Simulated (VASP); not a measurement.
# CaO (Imm2) in VASP: further runs

CaO is run at these levels: PBE, r2SCAN; tasks: single point.

Everything below comes from runs of VASP 6.6.1. Logs are shortened: lines on timing, memory, paths and dates and some standing lists are left out, and cuts for length are marked.

**1. The cell of the first run**

The structure is orthorhombic, space group Imm2 (No. 44). The conventional cell has a = 3.625 Å, b = 3.748 Å, c = 5.213 Å, α = 90.00°, β = 90.00°, γ = 90.00°. Ca (site symmetry mm2) has 4 O at 2.25 to 2.27 Å within 3.0 Å. O (site symmetry mm2) has 4 Ca at 2.25 to 2.27 Å within 3.0 Å.

**2. Single point, PBE (shear xy strain +3.4%)**

Contents of INCAR:

```
PREC = Accurate
ENCUT = 520
EDIFF = 1E-7
ISMEAR = -1
SIGMA = 0.02
LREAL = False
LASPH = True
NELM = 100
ALGO = Normal
ISIF = 2
LWAVE = False
LCHARG = True
GGA = PE
LELF = True
LVHAR = True
NBANDS = 15
```

Contents of KPOINTS:

```
regular mesh
0
Gamma
  8 8 8
```

Contents of POSCAR:

```
CaO
1.0
    0.0437930933      2.6067317416      2.6067317416
    2.6067317416      0.0437930933      2.6067317416
    2.6505248349      2.6505248349      0.0000000000
Ca O
1 1
Direct
    0.0029844301      0.0029844301     -0.0029844301
    0.2470155699      0.2470155699      0.2529844301
```

Potentials or basis: VASP PAW PBE potentials, release 64 (Ca_sv, O).

Launch:

```sh
> cat potpaw_PBE.64/Ca_sv/POTCAR potpaw_PBE.64/O/POTCAR > POTCAR
> mpirun -np 1 vasp_std > vasp.out
```

OUTCAR:

```text
PREC = Accurate
   ENCUT = 520
   EDIFF = 1E-7
   ISMEAR = -1
   LREAL = False
   LASPH = True
   NELM = 100
   ISIF = 2
   GGA = PE

 ion  position               nearest neighbor table
   1  0.003  0.003  0.997-   2 2.25   2 2.25   2 2.27   2 2.27
   2  0.247  0.247  0.253-   1 2.25   1 2.25   1 2.27   1 2.27

  LATTYP: Found a body centered orthorhombic cell.
 ALAT       =     3.6245425960
 B/A-ratio  =     1.0341741253
 C/A-ratio  =     1.4383783181

  Lattice vectors:

 A1 = (   2.6067317416,   0.0437930933,  -2.6067317416)
 A2 = (  -2.6067317416,  -0.0437930933,  -2.6067317416)
 A3 = (   0.0437930933,   2.6067317416,   2.6067317416)

Analysis of symmetry for initial positions (statically):
=====================================================================
 Subroutine PRICEL returns:
 Original cell was already a primitive cell.

 Routine SETGRP: Setting up the symmetry group for a
 body centered orthorhombic supercell.

 Subroutine GETGRP returns: Found  4 space group operations
 (whereof  4 operations were pure point group operations)
 out of a pool of  8 trial point group operations.

The static configuration has the point symmetry C_2v.

Analysis of symmetry for dynamics (positions and initial velocities):
=====================================================================
 Subroutine PRICEL returns:
 Original cell was already a primitive cell.

 Routine SETGRP: Setting up the symmetry group for a
 body centered orthorhombic supercell.

 Subroutine GETGRP returns: Found  4 space group operations
 (whereof  4 operations were pure point group operations)
 out of a pool of  8 trial point group operations.

The dynamic configuration has the point symmetry C_2v.

 Subroutine INISYM returns: Found  4 space group operations
 (whereof  4 operations are pure point group operations),
 and found     1 'primitive' translations

----------------------------------------------------------------------------------------

                                     Primitive cell

  volume of cell :      35.4157

  direct lattice vectors                    reciprocal lattice vectors
     0.043793093  2.606731742  2.606731742    -0.195088556  0.195088556  0.191811068
     2.606731742  0.043793093  2.606731742     0.195088556 -0.195088556  0.191811068
     2.650524835  2.650524835  0.000000000     0.188641885  0.188641885 -0.191811068

  length of vectors
     3.686735491  3.686735491  3.748408169     0.336021689  0.336021689  0.328577247

[... 84 lines left out ...]
   IBRION =     -1    ionic relax: 0-MD 1-quasi-New 2-CG
   NFREE  =      0    steps in history (QN), initial steepest desc. (CG)
   ISIF   =      2    stress and relaxation
   ISYM   =      2    0-nonsym 1-usesym 2-fastsym
   POTIM  = 0.5000    time-step for ionic-motion
   TEBEG  =    0.0;   TEEND  =   0.0 temperature during run
   PSTRESS=    0.0 pullay stress
   NELECT =      16.0000    total number of electrons
   NUPDOWN=      -1.0000    fix difference up-down
   EMIN   =  10.00;   EMAX   =-10.00  energy-range for DOS
   EFERMI =   0.00;   METHOD = LEGACY
   ISMEAR =    -1;   SIGMA  =   0.02  broadening in eV -4-tet -1-fermi 0-gaus
   EFERMI_NEDOS =   21; number of points for ismear=-14 and -15
   IALGO  =     38    algorithm
   IMIX   =      4    mixing-type and parameters
     AMIX     =   0.40;   BMIX     =  1.00
     AMIX_MAG =   1.60;   BMIX_MAG =  1.00
  volume/ion in A,a.u.               =      17.71       119.50
  Fermi-wavevector in a.u.,A,eV,Ry     =   1.256173  2.373822 21.469583  1.577970
  Thomas-Fermi vector in A             =   2.389894
   LORBIT       =      0    0 simple, 1 ext, 2 COOP (PROOUT), +10 PAW based schemes
   GGA     = PE    functional components
   LHFCALC =     F    Hartree Fock is set to
   AEXX    =    0.0000 exact exchange contribution
   IVDW    =     0    specifies the selected vdW correction
   LEPSILON=     F    determine dielectric tensor
   LRPA    =     F    only Hartree local field effects (RPA)
 non-spin polarized calculation
  energy-cutoff  :      520.00
  volume of cell :       35.42
 maximum number of plane-waves:       971
   NGX = 13   NGY = 13   NGZ = 13

 number of electron      16.0000001 magnetization

 Free energy of the ion-electron system (eV)
  ---------------------------------------------------
  ext. energy  EPLUGINS =         0.00000000
  ---------------------------------------------------
  free energy    TOTEN  =       -12.43403706 eV

  energy without entropy =      -12.43403706  energy(sigma->0) =      -12.43403706

 E-fermi :   0.9381     XC(G=0):  -9.0439

 val. band max:        0.5199831371   @ k =   0.5000   0.5000   0.0000
 cond. band min:       3.8086310702   @ k =   0.0000   0.0000   0.0000
 fundamental gap:      3.2886479331
 Fermi energy:         0.9381040600

 k-point     1 :       0.0000    0.0000    0.0000
  band No.  band energies     occupation
      1     -36.6704      2.00000
      2     -17.6114      2.00000
      3     -17.6105      2.00000
      4     -17.6087      2.00000
      5     -14.3074      2.00000
      6      -0.1958      2.00000
      7      -0.1401      2.00000
      8      -0.0793      2.00000
      9       3.8086      0.00000
     10       8.4365      0.00000
     11       8.4586      0.00000
     12      10.0720      0.00000
     13      10.0878      0.00000
     14      10.0899      0.00000
[... 401 lines left out ...]
      2     -17.9540      2.00000
      3     -17.6544      2.00000
      4     -17.6470      2.00000
      5     -13.9528      2.00000
      6      -0.5747      2.00000
      7      -0.0035      2.00000
      8       0.0381      2.00000
      9       5.4641      0.00000
     10       7.3855      0.00000
     11       8.6081      0.00000
     12       9.7280      0.00000
     13      10.2104      0.00000
     14      10.3521      0.00000
     15      14.4458      0.00000

 [... further k-points ...]
[... 5 lines left out ...]
  --------------------------------------------------------------------------------------
  -------------------------------------------------------------------------------------
  Total        0.4084611      0.4084611      0.3899394     -0.2735690      0.0000000      0.0000000
  in kB       18.4784228     18.4784228     17.6405157    -12.3760230      0.0000000      0.0000000
  external PRESSURE =      18.1991204 kB  Pullay stress =       0.0000000 kB

 VOLUME and BASIS-vectors are now :
 -----------------------------------------------------------------------------
  energy-cutoff  :      520.00
  volume of cell :       35.42
      direct lattice vectors                 reciprocal lattice vectors
     0.043793093  2.606731742  2.606731742    -0.195088556  0.195088556  0.191811068
     2.606731742  0.043793093  2.606731742     0.195088556 -0.195088556  0.191811068
     2.650524835  2.650524835  0.000000000     0.188641885  0.188641885 -0.191811068

 POSITION                                       TOTAL-FORCE (eV/Angst)
 -----------------------------------------------------------------------------------
      2.65052      2.65052      0.01556        -0.000000     -0.000000      0.004286
      1.32526      1.32526      1.28781         0.000000      0.000000     -0.004286
 -----------------------------------------------------------------------------------
    total drift:                               -0.000000     -0.000000      0.000176

  FREE ENERGIE OF THE ION-ELECTRON SYSTEM (eV)
  ---------------------------------------------------
  free  energy   TOTEN  =       -12.4340370637 eV

  energy  without entropy=      -12.4340370637  energy(sigma->0) =      -12.43403706
```

It took 1.9 min on 1 thread of Intel Xeon 8259CL, shared host; peak memory 0.19 GiB.

What came out:

| Property | Result |
| --- | --- |
| Free energy | -12.4340 eV |
| Pressure | 1.8 GPa |
| Largest force | 0.004 eV/Å |
| Band gap on the k mesh | 3.29 eV (least direct gap 3.89 eV) |

Forces on the atoms (eV/Å):
```
Ca   0.000  0.000  0.004
O    0.000  0.000 -0.004
```

Caveat: the cell differs from its parent crystal (shear xy strain +3.4%). A k mesh can miss the band edges.

**3. Single point, r2SCAN (shear xy strain +3.4%)**

POSCAR is that of step 2.

Contents of INCAR.step1:

```
PREC = Accurate ; ENCUT = 520
ISMEAR = 0 ; SIGMA = 0.01
LREAL = F ; LASPH = T
NELM = 60 ; NBANDS = 15
GGA = PE ; ALGO = Normal
EDIFF = 1E-4 ; LWAVE = T
LCHARG = F
```

Contents of INCAR.step2:

```
PREC = Accurate ; ENCUT = 520
EDIFF = 1E-6 ; ISMEAR = 0
SIGMA = 0.01 ; LREAL = F
LASPH = T ; NELM = 60
ALGO = Normal ; ISIF = 2
LWAVE = F ; LCHARG = F
METAGGA = R2SCAN ; LMIXTAU = T
NBANDS = 15 ; ISTART = 1
```

KPOINTS is that of step 2.

Potentials or basis: VASP PAW PBE potentials, release 64 (Ca_sv, O).

Launch:

```sh
> cat potpaw_PBE.64/Ca_sv/POTCAR potpaw_PBE.64/O/POTCAR > POTCAR
> cp INCAR.step1 INCAR
> mpirun -np 1 vasp_std > vasp.out
> cp INCAR.step2 INCAR
> mpirun -np 1 vasp_std > vasp.out
```

It took 6.6 min on 1 thread of Intel Xeon 8259CL, shared host; peak memory 0.2 GiB.

It converged, with:

```yaml
Free_energy: -18.9355 eV
Pressure: 0.9 GPa
Largest_force: 0.010 eV/Å
Band_gap_on_the_k_mesh: 3.69 eV (least direct gap 4.29 eV)
```

Forces on the atoms (eV/Å):
```
Ca   0.000  0.000  0.010
O    0.000  0.000 -0.010
```

Stress tensor (GPa, compression positive):
```
 0.90 -1.29  0.00
-1.29  0.90  0.00
 0.00  0.00  0.81
```

Levels at points of the mesh, in eV from the valence-band top:
| k point | band 4 | band 5 | band 6 | band 7 | band 8 | band 9 | band 10 | band 11 | band 12 | band 13 |
| --- | --- | --- | --- | --- | --- | --- | --- | --- | --- | --- |
| (0.00, 0.00, 0.00) | -18.66 | -15.79 | -0.72 | -0.66 | -0.60 | 3.69 | 8.60 | 8.62 | 10.23 | 10.25 |
| (0.50, 0.00, 0.00) | -18.72 | -15.08 | -0.99 | -0.43 | -0.41 | 6.56 | 8.34 | 8.57 | 8.87 | 10.01 |
| (0.50, 0.50, 0.00) | -18.80 | -14.85 | -1.46 | -0.08 | 0.00 | 5.29 | 7.17 | 9.70 | 9.98 | 10.02 |
| (0.00, 0.00, 0.50) | -18.71 | -15.05 | -1.07 | -0.39 | -0.36 | 6.53 | 8.30 | 8.64 | 8.80 | 9.95 |
| (0.50, 0.00, 0.50) | -18.80 | -14.85 | -1.46 | -0.04 | -0.04 | 5.30 | 7.18 | 9.69 | 9.99 | 10.01 |

Caveat: the cell differs from its parent crystal (shear xy strain +3.4%); the PAW data sets were made with another functional, which shifts forces and pressure a little. A k mesh can miss the band edges.
